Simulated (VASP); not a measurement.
# ZnSe (F-43m) in VASP: notebook

Runs on ZnSe. Level: PBE. Tasks: single point.

All numbers are computed with VASP 6.6.1; they aren't measurements. Logs are shortened: lines on timing, memory, paths and dates and some standing lists are left out, and cuts for length are marked.

## Step 1: The cell of the first run

Symmetry: F-43m, No. 216, cubic system. Conventional cell: a = 5.665 Å, b = 5.665 Å, c = 5.665 Å, α = 90.00°, β = 90.00°, γ = 90.00°. Within 3.2 Å of Zn (site symmetry -43m) lie 4 Se at 2.45 Å. Within 3.2 Å of Se (site symmetry -43m) lie 4 Zn at 2.45 Å.

## Step 2: Single point, PBE, collinear spin, zero start

INCAR reads:

```
SYSTEM = ZnSe
PREC = Accurate
ENCUT = 500
EDIFF = 1E-6
ISMEAR = -5
SIGMA = 0.1
LREAL = .False.
LASPH = .True.
NELM = 200
ALGO = Normal
ISIF = 2
LWAVE = .False.
LCHARG = .True.
ISPIN = 2
MAGMOM = 0 0
LORBIT = 11
NUPDOWN = 0.0
GGA = PE
LELF = .True.
LVHAR = .True.
NBANDS = 20
GGA_COMPAT = .False.
```

KPOINTS reads:

```
Automatic mesh
0
Gamma
  4 4 4
  0 0 0
```

POSCAR reads:

```
ZnSe
1.0
    0.0000000000      2.8324425407      2.8324425407
    2.8324425407      0.0000000000      2.8324425407
    2.8324425407      2.8324425407      0.0000000000
Zn Se
1 1
Direct
    0.0000000000      0.0000000000      0.0000000000
    0.7500000000      0.7500000000      0.7500000000
```

Potentials or basis: VASP PAW PBE potentials, release 64 (Zn, Se).

Started as:

```console
cat potpaw_PBE.64/Zn/POTCAR potpaw_PBE.64/Se/POTCAR > POTCAR
mpirun -np 1 vasp_std > vasp.out
```

OUTCAR:

```text
SYSTEM = ZnSe
   PREC = Accurate
   ENCUT = 500
   EDIFF = 1E-6
   ISMEAR = -5
   LREAL = .False.
   LASPH = .True.
   NELM = 200
   ISIF = 2
   ISPIN = 2
   LORBIT = 11
   NUPDOWN = 0.0
   GGA = PE

 ion  position               nearest neighbor table
   1  0.000  0.000  0.000-   2 2.45   2 2.45   2 2.45   2 2.45
   2  0.750  0.750  0.750-   1 2.45   1 2.45   1 2.45   1 2.45

  LATTYP: Found a face centered cubic cell.
 ALAT       =     5.6648850814

  Lattice vectors:

 A1 = (   0.0000000000,   2.8324425407,   2.8324425407)
 A2 = (   2.8324425407,   0.0000000000,   2.8324425407)
 A3 = (   2.8324425407,   2.8324425407,   0.0000000000)

Analysis of symmetry for initial positions (statically):
=====================================================================
 Subroutine PRICEL returns:
 Original cell was already a primitive cell.

 Routine SETGRP: Setting up the symmetry group for a
 face centered cubic supercell.

 Subroutine GETGRP returns: Found 24 space group operations
 (whereof 24 operations were pure point group operations)
 out of a pool of 48 trial point group operations.

The static configuration has the point symmetry T_d .

Analysis of symmetry for dynamics (positions and initial velocities):
=====================================================================
 Subroutine PRICEL returns:
 Original cell was already a primitive cell.

 Routine SETGRP: Setting up the symmetry group for a
 face centered cubic supercell.

 Subroutine GETGRP returns: Found 24 space group operations
 (whereof 24 operations were pure point group operations)
 out of a pool of 48 trial point group operations.

The dynamic configuration has the point symmetry T_d .

Analysis of structural, dynamic, and magnetic symmetry:
=====================================================================
 Subroutine PRICEL returns:
 Original cell was already a primitive cell.

 Routine SETGRP: Setting up the symmetry group for a
 face centered cubic supercell.

 Subroutine GETGRP returns: Found 24 space group operations
 (whereof 24 operations were pure point group operations)
 out of a pool of 48 trial point group operations.

The overall configuration has the point symmetry T_d .

 Subroutine INISYM returns: Found 24 space group operations
 (whereof 24 operations are pure point group operations),
 and found     1 'primitive' translations

----------------------------------------------------------------------------------------

                                     Primitive cell

  volume of cell :      45.4478

  direct lattice vectors                    reciprocal lattice vectors
     0.000000000  2.832442541  2.832442541    -0.176526088  0.176526088  0.176526088
     2.832442541  0.000000000  2.832442541     0.176526088 -0.176526088  0.176526088
     2.832442541  2.832442541  0.000000000     0.176526088  0.176526088 -0.176526088

  length of vectors
     4.005678656  4.005678656  4.005678656     0.305752153  0.305752153  0.305752153

  position of ions in fractional coordinates (direct lattice)
     0.000000000  0.000000000  0.000000000
     0.750000000  0.750000000  0.750000000

  ion indices of the primitive-cell ions
   primitive index   ion index
                 1           1
                 2           2

----------------------------------------------------------------------------------------

 KPOINTS: Automatic mesh

Automatic generation of k-mesh.
 Grid dimensions read from file:
 generate k-points for:    4    4    4

 Generating k-lattice:

  Cartesian coordinates                     Fractional coordinates (reciprocal lattice)
    -0.044131522  0.044131522  0.044131522     0.250000000  0.000000000  0.000000000
     0.044131522 -0.044131522  0.044131522     0.000000000  0.250000000  0.000000000
     0.044131522  0.044131522 -0.044131522     0.000000000  0.000000000  0.250000000

  Length of vectors
     0.076438038  0.076438038  0.076438038

  Shift w.r.t. Gamma in fractional coordinates (k-lattice)
     0.000000000  0.000000000  0.000000000

 TETIRR: Found      9 inequivalent tetrahedra from      384

 Subroutine IBZKPT returns following result:
 ===========================================

 Found      8 irreducible k-points:

 Following reciprocal coordinates:
            Coordinates               Weight
  0.000000  0.000000  0.000000      1.000000
  0.250000  0.000000  0.000000      8.000000
  0.500000  0.000000  0.000000      4.000000
  0.250000  0.250000  0.000000      6.000000
  0.500000  0.250000  0.000000     24.000000
 -0.250000  0.250000  0.000000     12.000000
  0.500000  0.500000  0.000000      3.000000
 -0.250000  0.500000  0.250000      6.000000
   k-points           NKPTS =      8   k-points in BZ     NKDIM =      8   number of bands    NBANDS=     20
   number of dos      NEDOS =    301   number of ions     NIONS =      2
   total plane-waves  NPLWV =  27000
   dimension x,y,z NGX =    30 NGY =   30 NGZ =   30
   dimension x,y,z NGXF=    60 NGYF=   60 NGZF=   60
   ions per type =               1   1
   NGX,Y,Z   is equivalent  to a cutoff of  12.45, 12.45, 12.45 a.u.
   NGXF,Y,Z  is equivalent  to a cutoff of  24.90, 24.90, 24.90 a.u.
 SYSTEM =  ZnSe
   PREC   = accura    normal or accurate (medium, high low for compatibility)
   ISTART =      0    job   : 0-new  1-cont  2-samecut
   ICHARG =      2    charge: 1-file 2-atom 10-const
   ISPIN  =      2    spin polarized calculation?
   LNONCOLLINEAR =      F non collinear calculations
   LSORBIT =      F    spin-orbit coupling
   LASPH  =      T    aspherical Exc in radial PAW
   ENCUT  =  500.0 eV  36.75 Ry    6.06 a.u.   7.30  7.30  7.30*2*pi/ulx,y,z
   NELM   =    200;   NELMIN=  2; NELMDL= -5     # of ELM steps
   EDIFF  = 0.1E-05   stopping-criterion for ELM
   LREAL  =      F    real-space projection
   EDIFFG = 0.1E-04   stopping-criterion for IOM
   NSW    =      0    number of steps for IOM
   IBRION =     -1    ionic relax: 0-MD 1-quasi-New 2-CG
   NFREE  =      0    steps in history (QN), initial steepest desc. (CG)
   ISIF   =      2    stress and relaxation
   ISYM   =      2    0-nonsym 1-usesym 2-fastsym
   POTIM  = 0.5000    time-step for ionic-motion
   TEBEG  =    0.0;   TEEND  =   0.0 temperature during run
   PSTRESS=    0.0 pullay stress
   NELECT =      18.0000    total number of electrons
   NUPDOWN=       0.0000    fix difference up-down
   EMIN   =  10.00;   EMAX   =-10.00  energy-range for DOS
   EFERMI =   0.00;   METHOD = LEGACY
   ISMEAR =    -5;   SIGMA  =   0.10  broadening in eV -4-tet -1-fermi 0-gaus
   EFERMI_NEDOS =   21; number of points for ismear=-14 and -15
   IALGO  =     38    algorithm
   IMIX   =      4    mixing-type and parameters
     AMIX     =   0.40;   BMIX     =  1.00
     AMIX_MAG =   1.60;   BMIX_MAG =  1.00
  volume/ion in A,a.u.               =      22.72       153.35
  Fermi-wavevector in a.u.,A,eV,Ry     =   1.202249  2.271922 19.665909  1.445404
  Thomas-Fermi vector in A             =   2.338036
   LORBIT       =     11    0 simple, 1 ext, 2 COOP (PROOUT), +10 PAW based schemes
   GGA     = PE    functional components
   LHFCALC =     F    Hartree Fock is set to
   AEXX    =    0.0000 exact exchange contribution
   IVDW    =     0    specifies the selected vdW correction
   LEPSILON=     F    determine dielectric tensor
   LRPA    =     F    only Hartree local field effects (RPA)
 spin polarized calculation
 Fermi weights with tetrahedron method with Bloechl corrections
  energy-cutoff  :      500.00
  volume of cell :       45.45
 maximum number of plane-waves:      1174
 NGX is ok and might be reduce to    30
   NGX = 15   NGY = 15   NGZ = 15

 number of electron      18.0000011 magnetization       0.0000000

 number of electron      18.0000011 magnetization      -0.0000000

 Free energy of the ion-electron system (eV)
  ---------------------------------------------------
  ext. energy  EPLUGINS =         0.00000000
  ---------------------------------------------------
  free energy    TOTEN  =        -5.95190531 eV

  energy without entropy =       -5.95190531  energy(sigma->0) =       -5.95190531

 E-fermi :   1.6633     XC(G=0):  -9.3139

 val. band max:        1.6564030932   @ k =   0.0000   0.0000   0.0000
 cond. band min:       2.9398028634   @ k =   0.0000   0.0000   0.0000
 fundamental gap:      1.2833997702
 Fermi energy:         1.6632991310

 spin component 1

 k-point     1 :       0.0000    0.0000    0.0000
  band No.  band energies     occupation
      1     -11.6074      1.00000
      2      -4.9243      1.00000
      3      -4.9243      1.00000
      4      -4.9243      1.00000
      5      -4.5563      1.00000
      6      -4.5563      1.00000
[... 12 lines left out ...]
     19      14.7097      0.00000
     20      17.5537      0.00000
[... 139 lines left out ...]
 k-point     8 :      -0.2500    0.5000    0.2500
  band No.  band energies     occupation
      1     -10.5367      1.00000
      2      -4.8072      1.00000
      3      -4.7179      1.00000
      4      -4.5884      1.00000
      5      -4.5857      1.00000
      6      -4.2533      1.00000
[... 12 lines left out ...]
     19      21.0608      0.00000
     20      21.1896      0.00000
 Fermi energy:         1.6632991310

 spin component 2

 k-point     1 :       0.0000    0.0000    0.0000
  band No.  band energies     occupation
      1     -11.6074      1.00000
      2      -4.9243      1.00000
      3      -4.9243      1.00000
      4      -4.9243      1.00000
      5      -4.5563      1.00000
      6      -4.5563      1.00000
[... 12 lines left out ...]
     19      14.7097      0.00000
     20      17.5534      0.00000
[... 139 lines left out ...]
 k-point     8 :      -0.2500    0.5000    0.2500
  band No.  band energies     occupation
      1     -10.5368      1.00000
      2      -4.8072      1.00000
      3      -4.7178      1.00000
      4      -4.5884      1.00000
      5      -4.5856      1.00000
      6      -4.2533      1.00000
[... 12 lines left out ...]
     19      21.0608      0.00000
     20      21.1895      0.00000

------------------------ aborting loop because EDIFF is reached ----------------------------------------

  FORCE on cell =-STRESS in cart. coord.  units (eV):
  Direction    XX          YY          ZZ          XY          YZ          ZX
  --------------------------------------------------------------------------------------
  -------------------------------------------------------------------------------------
  Total        0.7913536      0.7913536      0.7913536      0.0000000      0.0000000      0.0000000
  in kB       27.8976648     27.8976648     27.8976648      0.0000000      0.0000000      0.0000000
  external PRESSURE =      27.8976648 kB  Pullay stress =       0.0000000 kB

 VOLUME and BASIS-vectors are now :
 -----------------------------------------------------------------------------
  energy-cutoff  :      500.00
  volume of cell :       45.45
      direct lattice vectors                 reciprocal lattice vectors
     0.000000000  2.832442541  2.832442541    -0.176526088  0.176526088  0.176526088
     2.832442541  0.000000000  2.832442541     0.176526088 -0.176526088  0.176526088
     2.832442541  2.832442541  0.000000000     0.176526088  0.176526088 -0.176526088

 POSITION                                       TOTAL-FORCE (eV/Angst)
 -----------------------------------------------------------------------------------
      0.00000      0.00000      0.00000         0.000000      0.000000      0.000000
      4.24866      4.24866      4.24866        -0.000000     -0.000000     -0.000000
 -----------------------------------------------------------------------------------
    total drift:                                0.000000      0.000000      0.000000

  FREE ENERGIE OF THE ION-ELECTRON SYSTEM (eV)
  ---------------------------------------------------
  free  energy   TOTEN  =        -5.9519053127 eV

  energy  without entropy=       -5.9519053127  energy(sigma->0) =       -5.95190531

 total charge

# of ion       s       p       d       tot
------------------------------------------
    1        0.527   0.450   9.788  10.765
    2        1.431   2.446   0.029   3.906
--------------------------------------------------
tot          1.958   2.896   9.817  14.671

 magnetization (x)

# of ion       s       p       d       tot
------------------------------------------
    1        0.000  -0.000   0.000   0.000
    2       -0.000   0.000  -0.000   0.000
--------------------------------------------------
tot         -0.000   0.000   0.000   0.000
```

It took 29 s on 1 thread of AMD EPYC 7R13, shared host; peak memory 0.16 GiB.

Results:

- Free energy: -5.9519 eV
- Pressure: 2.8 GPa
- Net moment: 0.00 μB per cell
- Valence electrons inside the program's atomic spheres: Zn 10.77; Se 3.91

Caveat: the k points lie up to 0.48 Å⁻¹ apart; the total moment is fixed, so each spin has its own Fermi level.

## Step 3: Single point, PBE

INCAR reads:

```
SYSTEM = ZnSe
  ALGO = Normal
  EDIFF = 1E-6
  ENCUT = 500
  GGA = PE
  GGA_COMPAT = .False.
  ISIF = 2
  ISMEAR = 0
  ISYM = 0
  LASPH = .True.
  LCHARG = .False.
  LREAL = .False.
  LWAVE = .False.
  NBANDS = 16
  NELM = 120
  PREC = Accurate
  SIGMA = 0.1
```

KPOINTS reads:

```
k-points
0
Gamma
  4 2 5
  0 0 0
```

POSCAR is that of step 2.

Potentials or basis: VASP PAW PBE potentials, release 64 (Zn, Se).

Started as:

```console
cat potpaw_PBE.64/Zn/POTCAR potpaw_PBE.64/Se/POTCAR > POTCAR
mpirun -np 1 vasp_std > vasp.out
```

It took 26 s on 1 thread of AMD EPYC 7R13, shared host; peak memory 0.14 GiB.

The run converged, but its numbers aren't listed here, since they failed a check.

Caveat: the k points lie up to 0.96 Å⁻¹ apart.

## Step 4: Single point, PBE, collinear spin, ferromagnetic start

This run uses another cell than the first one, of 21.20 Å³/atom, 0.933 times its volume.

INCAR reads:

```
SYSTEM = ZnSe
PREC = Accurate
ENCUT = 500
EDIFF = 1E-6
ISMEAR = 0
SIGMA = 0.1
LREAL = .FALSE.
LASPH = .TRUE.
NELM = 200
ALGO = Normal
ISIF = 2
LWAVE = .FALSE.
LCHARG = .FALSE.
ISPIN = 2
MAGMOM = 0.17 0.19
LORBIT = 11
NUPDOWN = 1.0
GGA = PE
NBANDS = 20
NELECT = 20.0
GGA_COMPAT = .FALSE.
```

KPOINTS reads:

```
Automatic mesh
0
G
  4 4 4
  0 0 0
```

POSCAR reads:

```
ZnSe
1.0
    0.0000000000      2.7677168412      2.7677168412
    2.7677168412      0.0000000000      2.7677168412
    2.7677168412      2.7677168412      0.0000000000
Zn Se
1 1
Direct
    0.0000000000      0.0000000000      0.0000000000
    0.7500000000      0.7500000000      0.7500000000
```

Started as:

```console
cat potpaw_PBE.64/Zn/POTCAR potpaw_PBE.64/Se/POTCAR > POTCAR
mpirun -np 1 vasp_std > vasp.out
```

Run time: 28 s. Hardware: 1 thread of AMD EPYC 7R13, shared host; peak memory 0.15 GiB.

It converged, with:

| Item | Value |
| --- | --- |
| Free energy | 5.5869 eV |
| Net moment | 1.00 μB per cell |
| Site moments | Zn +0.22; Se +0.20 μB |
| Valence electrons inside the program's atomic spheres | Zn 11.29; Se 4.26 |

Caveat: the k points lie up to 0.49 Å⁻¹ apart; the cell carries a net charge on a neutralising background, which shifts energy and pressure; the cell is charged against a uniform background, so pressure and absolute levels hang on convention; the total moment is fixed, so each spin has its own Fermi level.
